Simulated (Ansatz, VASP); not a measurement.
**In in VASP and in Ansatz**

```xyz
1
Lattice="-1.6191 1.6612 2.5248 1.6612 -1.6191 2.5248 1.5669 1.5669 -2.4971" Properties=species:S:1:pos:R:3 pbc="T T T"
In    0.0000    0.0000    0.0000
```

Alike in both runs: task single point; functional r2SCAN; k mesh 11 × 11 × 14; occupations fermi-dirac, width 0.03 eV; no spin polarisation.

|  | VASP | Ansatz |
| --- | --- | --- |
| version | VASP 6.6.1 | Ansatz 0.2.0 |
| potentials or method | VASP PAW PBE potentials, release 64 (In_d), cutoff 520 eV | plane waves (500 eV) with PAW, scalar-relativistic |
| valence electrons in the cell | 13 | 13 |

Ansatz gave:

```
pressure (GPa)                                                : 0.1
traceless stress, the component that is largest in VASP (GPa) : 0.13
```

Question: Estimate VASP's values.

Answer: Pressure (GPa): 0.1; traceless stress, the component that is largest in VASP (GPa): 0.14.

VASP's potentials were made for PBE, not for r2SCAN.
